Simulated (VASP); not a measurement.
# WSe2 (P-3m1) in VASP: single point with HSE06

Aim: the single point of WSe2 with HSE06.

All numbers are computed with VASP 6.6.1; they aren't measurements. Logs are shortened: lines on timing, memory, paths and dates and some standing lists are left out, and cuts for length are marked.

**1. The cell of the first run**

The structure is trigonal, space group P-3m1 (No. 164). Conventional cell: a = 3.315 Å, b = 3.315 Å, c = 6.519 Å, α = 90.00°, β = 90.00°, γ = 120.00°. W (site symmetry -3m) has 6 Se at 2.54 Å and 6 W at 3.32 Å within 3.4 Å. Se (site symmetry 3m) has 3 W at 2.54 Å and 6 Se at 3.32 Å within 3.4 Å.

**2. Single point, HSE06**

File POSCAR:

```
WSe2
1.0
    3.3153441874      0.0000000000      0.0000000000
   -1.6576720937      2.8711722886      0.0000000000
    0.0000000000      0.0000000000      6.5191986732
W Se
1 2
Direct
    0.0000000000      0.0000000000      0.0000000000
    0.3333333333      0.6666666667      0.2571683820
    0.6666666667      0.3333333333      0.7428316180
```

File INCAR.step1:

```
SYSTEM = WSe2
  ALGO = Normal
  EDIFF = 1E-5
  ENCUT = 520
  GGA = PE
  ISIF = 2
  ISMEAR = -1
  LASPH = .TRUE.
  LREAL = .FALSE.
  LWAVE = .TRUE.
  NBANDS = 20
  NELM = 100
  PREC = Accurate
  SIGMA = 0.02
```

File INCAR.step2:

```
SYSTEM = WSe2
  ALGO = Normal
  EDIFF = 1E-6
  ENCUT = 520
  GGA = PE
  HFSCREEN = 0.2079
  ISIF = 2
  ISMEAR = -1
  ISTART = 1
  LASPH = .TRUE.
  LCHARG = .TRUE.
  LELF = .TRUE.
  LHFCALC = .TRUE.
  LREAL = .FALSE.
  LVHAR = .TRUE.
  LWAVE = .FALSE.
  NBANDS = 20
  NELM = 100
  PREC = Accurate
  PRECFOCK = Normal
  SIGMA = 0.02
```

File KPOINTS:

```
k-points
0
G
  6 6 2
  0 0 0
```

Potentials or basis: VASP PAW PBE potentials, release 64 (W_sv, Se).

Launch:

```console
> cat potpaw_PBE.64/W_sv/POTCAR potpaw_PBE.64/Se/POTCAR > POTCAR
> cp INCAR.step1 INCAR
> mpirun -np 1 vasp_std > vasp.out
> cp INCAR.step2 INCAR
> mpirun -np 1 vasp_std > vasp.out
```

OUTCAR:

```text
SYSTEM = WSe2
   EDIFF = 1E-6
   ENCUT = 520
   GGA = PE
   HFSCREEN = 0.2079
   ISIF = 2
   ISMEAR = -1
   ISTART = 1
   LASPH = .TRUE.
   LHFCALC = .TRUE.
   LREAL = .FALSE.
   NELM = 100
   PREC = Accurate
   PRECFOCK = Normal

 ion  position               nearest neighbor table
   1  0.000  0.000  0.000-   2 2.54   3 2.54   3 2.54   2 2.54   3 2.54   2 2.54
   2  0.333  0.667  0.257-   1 2.54   1 2.54   1 2.54
   3  0.667  0.333  0.743-   1 2.54   1 2.54   1 2.54

  LATTYP: Found a hexagonal cell.
 ALAT       =     3.3153441874
 C/A-ratio  =     1.9663716057

  Lattice vectors:

 A1 = (   3.3153441874,   0.0000000000,   0.0000000000)
 A2 = (  -1.6576720937,   2.8711722886,   0.0000000000)
 A3 = (   0.0000000000,   0.0000000000,   6.5191986732)

Analysis of symmetry for initial positions (statically):
=====================================================================
 Subroutine PRICEL returns:
 Original cell was already a primitive cell.

 Routine SETGRP: Setting up the symmetry group for a
 hexagonal supercell.

 Subroutine GETGRP returns: Found 12 space group operations
 (whereof 12 operations were pure point group operations)
 out of a pool of 24 trial point group operations.

The static configuration has the point symmetry D_3d.

Analysis of symmetry for dynamics (positions and initial velocities):
=====================================================================
 Subroutine PRICEL returns:
 Original cell was already a primitive cell.

 Routine SETGRP: Setting up the symmetry group for a
 hexagonal supercell.

 Subroutine GETGRP returns: Found 12 space group operations
 (whereof 12 operations were pure point group operations)
 out of a pool of 24 trial point group operations.

The dynamic configuration has the point symmetry D_3d.

 Subroutine INISYM returns: Found 12 space group operations
 (whereof 12 operations are pure point group operations),
 and found     1 'primitive' translations

----------------------------------------------------------------------------------------

                                     Primitive cell

  volume of cell :      62.0558

  direct lattice vectors                    reciprocal lattice vectors
     3.315344187  0.000000000  0.000000000     0.301627808  0.174144896  0.000000000
    -1.657672094  2.871172289  0.000000000     0.000000000  0.348289792  0.000000000
     0.000000000  0.000000000  6.519198673     0.000000000  0.000000000  0.153393086

  length of vectors
     3.315344187  3.315344187  6.519198673     0.348289792  0.348289792  0.153393086

  position of ions in fractional coordinates (direct lattice)
     0.000000000  0.000000000  0.000000000
     0.333333333  0.666666667  0.257168382
     0.666666667  0.333333333  0.742831618

  ion indices of the primitive-cell ions
   primitive index   ion index
                 1           1
                 2           2
                 3           3

----------------------------------------------------------------------------------------

 KPOINTS: k-points

Automatic generation of k-mesh.
 Grid dimensions read from file:
 generate k-points for:    6    6    2

 Generating k-lattice:

  Cartesian coordinates                     Fractional coordinates (reciprocal lattice)
     0.050271301  0.029024149  0.000000000     0.166666667 -0.000000000  0.000000000
     0.000000000  0.058048299  0.000000000     0.000000000  0.166666667  0.000000000
     0.000000000  0.000000000  0.076696543     0.000000000  0.000000000  0.500000000

  Length of vectors
     0.058048299  0.058048299  0.076696543

  Shift w.r.t. Gamma in fractional coordinates (k-lattice)
     0.000000000  0.000000000  0.000000000

 Subroutine IBZKPT returns following result:
 ===========================================

 Found     14 irreducible k-points:

 Following reciprocal coordinates:
            Coordinates               Weight
  0.000000  0.000000  0.000000      1.000000
  0.166667  0.000000  0.000000      6.000000
  0.333333 -0.000000  0.000000      6.000000
  0.500000 -0.000000  0.000000      3.000000
  0.166667  0.166667  0.000000      6.000000
  0.333333  0.166667  0.000000     12.000000
  0.333333  0.333333  0.000000      2.000000
  0.000000  0.000000  0.500000      1.000000
  0.166667  0.000000  0.500000      6.000000
  0.333333 -0.000000  0.500000      6.000000
  0.500000 -0.000000  0.500000      3.000000
  0.166667  0.166667  0.500000      6.000000
  0.333333  0.166667  0.500000     12.000000
  0.333333  0.333333  0.500000      2.000000
   k-points           NKPTS =     14   k-points in BZ     NKDIM =     72   number of bands    NBANDS=     20
   number of dos      NEDOS =    301   number of ions     NIONS =      3
   total plane-waves  NPLWV =  37632
   dimension x,y,z NGX =    28 NGY =   28 NGZ =   48
   dimension x,y,z NGXF=    56 NGYF=   56 NGZF=   96
   ions per type =               1   2
   NGX,Y,Z   is equivalent  to a cutoff of  14.04, 14.04, 12.24 a.u.
   NGXF,Y,Z  is equivalent  to a cutoff of  28.08, 28.08, 24.48 a.u.
 SYSTEM =  WSe2
   PREC   = accura    normal or accurate (medium, high low for compatibility)
   ISTART =      1    job   : 0-new  1-cont  2-samecut
   ICHARG =      0    charge: 1-file 2-atom 10-const
   ISPIN  =      1    spin polarized calculation?
   LNONCOLLINEAR =      F non collinear calculations
   LSORBIT =      F    spin-orbit coupling
   LASPH  =      T    aspherical Exc in radial PAW
   ENCUT  =  520.0 eV  38.22 Ry    6.18 a.u.   6.16  6.16 12.12*2*pi/ulx,y,z
   NELM   =    100;   NELMIN=  2; NELMDL=  0     # of ELM steps
   EDIFF  = 0.1E-05   stopping-criterion for ELM
   LREAL  =      F    real-space projection
   EDIFFG = 0.1E-04   stopping-criterion for IOM
   NSW    =      0    number of steps for IOM
   IBRION =     -1    ionic relax: 0-MD 1-quasi-New 2-CG
   NFREE  =      0    steps in history (QN), initial steepest desc. (CG)
   ISIF   =      2    stress and relaxation
   ISYM   =      3    0-nonsym 1-usesym 2-fastsym
   POTIM  = 0.5000    time-step for ionic-motion
   TEBEG  =    0.0;   TEEND  =   0.0 temperature during run
   PSTRESS=    0.0 pullay stress
   NELECT =      26.0000    total number of electrons
   NUPDOWN=      -1.0000    fix difference up-down
   EMIN   =  10.00;   EMAX   =-10.00  energy-range for DOS
   EFERMI =   0.00;   METHOD = LEGACY
   ISMEAR =    -1;   SIGMA  =   0.02  broadening in eV -4-tet -1-fermi 0-gaus
   EFERMI_NEDOS =   21; number of points for ismear=-14 and -15
   IALGO  =     38    algorithm
   IMIX   =      1    mixing-type and parameters
     AMIX     =   0.40;   BMIX     =  1.00
     AMIX_MAG =   1.60;   BMIX_MAG =  1.00
  volume/ion in A,a.u.               =      20.69       139.59
  Fermi-wavevector in a.u.,A,eV,Ry     =   1.225007  2.314928 20.417477  1.500642
  Thomas-Fermi vector in A             =   2.360061
   LORBIT       =      0    0 simple, 1 ext, 2 COOP (PROOUT), +10 PAW based schemes
   GGA     = PE    functional components
   LHFCALC =     T    Hartree Fock is set to
   PRECFOCK=normal    Normal, Fast or Accurate (Low or Medium for compatibility)
   ENCUT4O =  -1.0   cutoff for four orbital integrals eV
   NKREDX  =     1    reduce k-point grid by
   NKREDY  =     1    reduce k-point grid by
   NKREDZ  =     1    reduce k-point grid by
   AEXX    =    0.2500 exact exchange contribution
   HFSCREEN=    0.2079 screening length (either q_TF or 0.3 A-1)
   HFSCREENC=   0.2079 screening length for correlation (either q_TF or 0.3 A-1)
   ENCUTFOCK=  -1.0 apply spherical cutoff to Coloumb kernel
   IVDW    =     0    specifies the selected vdW correction
   LEPSILON=     F    determine dielectric tensor
   LRPA    =     F    only Hartree local field effects (RPA)
 non-spin polarized calculation
  energy-cutoff  :      520.00
  volume of cell :       62.06
 maximum number of plane-waves:      1698
 NGX is ok and might be reduce to    28
  NGX = 20; NGY = 20; NGZ = 40

 number of electron      26.0000001 magnetization

 Free energy of the ion-electron system (eV)
  ---------------------------------------------------
  ext. energy  EPLUGINS =         0.00000000
  ---------------------------------------------------
  free energy    TOTEN  =       -24.79092387 eV

  energy without entropy =      -24.78841575  energy(sigma->0) =      -24.78966981

 E-fermi :   6.4359     XC(G=0):  -8.7887

 val. band max:        6.2906907285   @ k =   0.0000   0.0000   0.5000
 cond. band min:       6.4453602794   @ k =   0.0000   0.0000   0.0000
 fundamental gap:      0.1546695509
 Fermi energy:         6.4358899379

 k-point     1 :       0.0000    0.0000    0.0000
  band No.  band energies     occupation
      1     -72.7601      2.00000
      2     -35.4400      2.00000
      3     -35.4400      2.00000
      4     -35.4283      2.00000
      5     -10.9798      2.00000
      6      -9.3303      2.00000
[... 12 lines left out ...]
     19      12.4919      0.00000
     20      16.4271      0.00000

 k-point     2 :       0.1667    0.0000    0.0000
  band No.  band energies     occupation
      1     -72.7568      2.00000
      2     -35.5120      2.00000
      3     -35.4573      2.00000
      4     -35.4154      2.00000
      5     -10.5190      2.00000
      6      -9.1699      2.00000
[... 12 lines left out ...]
     19      14.1727      0.00000
     20      15.8791      0.00000

 k-point     3 :       0.3333   -0.0000    0.0000
  band No.  band energies     occupation
      1     -72.7501      2.00000
      2     -35.6524      2.00000
      3     -35.4921      2.00000
      4     -35.3890      2.00000
      5      -9.4140      2.00000
      6      -8.7761      2.00000
[... 12 lines left out ...]
     19      13.2693      0.00000
     20      14.4185      0.00000

 k-point     4 :       0.5000   -0.0000    0.0000
  band No.  band energies     occupation
      1     -72.7468      2.00000
      2     -35.7210      2.00000
      3     -35.5096      2.00000
      4     -35.3756      2.00000
      5      -8.8597      2.00000
      6      -8.3346      2.00000
[... 12 lines left out ...]
     19      13.1997      0.00000
     20      14.6595      0.00000

 k-point     5 :       0.1667    0.1667    0.0000
  band No.  band energies     occupation
      1     -72.7518      2.00000
      2     -35.6046      2.00000
      3     -35.4966      2.00000
      4     -35.3957      2.00000
      5      -9.7127      2.00000
      6      -8.9010      2.00000
[... 12 lines left out ...]
     19      14.5322      0.00000
     20      15.5103      0.00000

 k-point     6 :       0.3333    0.1667    0.0000
  band No.  band energies     occupation
      1     -72.7469      2.00000
      2     -35.6858      2.00000
      3     -35.5454      2.00000
      4     -35.3758      2.00000
      5      -8.7609      2.00000
      6      -8.4792      2.00000
[... 12 lines left out ...]
     19      13.7125      0.00000
     20      14.8920      0.00000

 k-point     7 :       0.3333    0.3333    0.0000
  band No.  band energies     occupation
      1     -72.7453      2.00000
      2     -35.6374      2.00000
      3     -35.6374      2.00000
      4     -35.3693      2.00000
      5      -8.3542      2.00000
      6      -8.3542      2.00000
[... 12 lines left out ...]
     19      15.8346      0.00000
     20      15.8346      0.00000
[... 47 lines left out ...]
 k-point    10 :       0.3333   -0.0000    0.5000
  band No.  band energies     occupation
      1     -72.7502      2.00000
      2     -35.6523      2.00000
      3     -35.4921      2.00000
      4     -35.3894      2.00000
      5      -9.2832      2.00000
      6      -8.9249      2.00000
[... 12 lines left out ...]
     19      12.5914      0.00000
     20      15.0007      0.00000

 k-point    11 :       0.5000   -0.0000    0.5000
  band No.  band energies     occupation
      1     -72.7469      2.00000
      2     -35.7210      2.00000
      3     -35.5096      2.00000
      4     -35.3760      2.00000
      5      -8.9581      2.00000
      6      -8.1996      2.00000
[... 12 lines left out ...]
     19      12.0533      0.00000
     20      12.7711      0.00000

 k-point    12 :       0.1667    0.1667    0.5000
  band No.  band energies     occupation
      1     -72.7518      2.00000
      2     -35.6046      2.00000
      3     -35.4966      2.00000
      4     -35.3960      2.00000
      5      -9.4692      2.00000
      6      -9.1929      2.00000
[... 12 lines left out ...]
     19      15.3345      0.00000
     20      15.7291      0.00000

 k-point    13 :       0.3333    0.1667    0.5000
  band No.  band energies     occupation
      1     -72.7469      2.00000
      2     -35.6858      2.00000
      3     -35.5454      2.00000
      4     -35.3761      2.00000
      5      -8.8137      2.00000
      6      -8.4153      2.00000
[... 12 lines left out ...]
     19      12.8753      0.00000
     20      15.2764      0.00000

 k-point    14 :       0.3333    0.3333    0.5000
  band No.  band energies     occupation
      1     -72.7453      2.00000
      2     -35.6374      2.00000
      3     -35.6374      2.00000
      4     -35.3695      2.00000
      5      -8.3589      2.00000
      6      -8.3589      2.00000
[... 12 lines left out ...]
     19      13.8589      0.00000
     20      14.0833      0.00000

------------------------ aborting loop because EDIFF is reached ----------------------------------------

  FORCE on cell =-STRESS in cart. coord.  units (eV):
  Direction    XX          YY          ZZ          XY          YZ          ZX
  --------------------------------------------------------------------------------------
  -------------------------------------------------------------------------------------
  Total       -0.5177674     -0.5177674     -0.1387454      0.0000000     -0.0000000      0.0000000
  in kB      -13.3679012    -13.3679012     -3.5821776      0.0000000     -0.0000000      0.0000000
  external PRESSURE =     -10.1059933 kB  Pullay stress =       0.0000000 kB

 VOLUME and BASIS-vectors are now :
 -----------------------------------------------------------------------------
  energy-cutoff  :      520.00
  volume of cell :       62.06
      direct lattice vectors                 reciprocal lattice vectors
     3.315344187  0.000000000  0.000000000     0.301627808  0.174144896  0.000000000
    -1.657672094  2.871172289  0.000000000     0.000000000  0.348289792  0.000000000
     0.000000000  0.000000000  6.519198673     0.000000000  0.000000000  0.153393086

 POSITION                                       TOTAL-FORCE (eV/Angst)
 -----------------------------------------------------------------------------------
      0.00000      0.00000      0.00000         0.000000      0.000000      0.000000
     -0.00000      1.91411      1.67653        -0.000000     -0.000000     -0.308550
      1.65767      0.95706      4.84267         0.000000      0.000000      0.308550
 -----------------------------------------------------------------------------------
    total drift:                               -0.000000      0.000000      0.000000

  FREE ENERGIE OF THE ION-ELECTRON SYSTEM (eV)
  ---------------------------------------------------
  free  energy   TOTEN  =       -24.7909238693 eV

  energy  without entropy=      -24.7884157535  energy(sigma->0) =      -24.78966981
```

It took 18 min on 1 thread of Intel Xeon 6975P-C (Granite Rapids), shared host; peak memory 0.31 GiB.

What came out:

- Free energy: -24.7909 eV
- Pressure: -1.0 GPa
- Largest force: 0.309 eV/Å
- Band gap on the k mesh: zero (bands 13 and 14 overlap by 1.07 eV)

Forces in eV/Å, atoms in the order of the input:
```
W    0.000  0.000  0.000
Se   0.000  0.000 -0.309
Se   0.000  0.000  0.309
```

Stress tensor (GPa, compression positive):
```
-1.34  0.00  0.00
 0.00 -1.34  0.00
 0.00  0.00 -0.36
```

Levels at points of the mesh, in eV from the Fermi level:
| k point | band 11 | band 12 | band 13 | band 14 | band 15 | band 16 |
| --- | --- | --- | --- | --- | --- | --- |
| (0.00, 0.00, 0.00) | -1.84 | -0.96 | -0.96 | 0.01 | 0.01 | 3.86 |
| (0.50, 0.00, 0.00) | -4.36 | -2.41 | -2.17 | 1.69 | 2.22 | 3.45 |
| (0.00, 0.00, 0.50) | -0.97 | -0.97 | -0.61 | -0.15 | -0.15 | 4.16 |
| (0.50, 0.00, 0.50) | -3.20 | -2.89 | -1.90 | 1.69 | 2.40 | 3.81 |

Caveat: the k points lie up to 0.48 Å⁻¹ apart, too coarse for converged energies and pressures of a metal; the PAW data sets were made with another functional, which shifts forces and pressure a little; spin-orbit coupling is left out, which moves the levels of the heavy elements; this functional lacks dispersion, which binds layers or chains, so the pressure and a relaxed spacing across them are unreliable.

The gap in the log of VASP goes by the Fermi energy; the results here count the filled bands.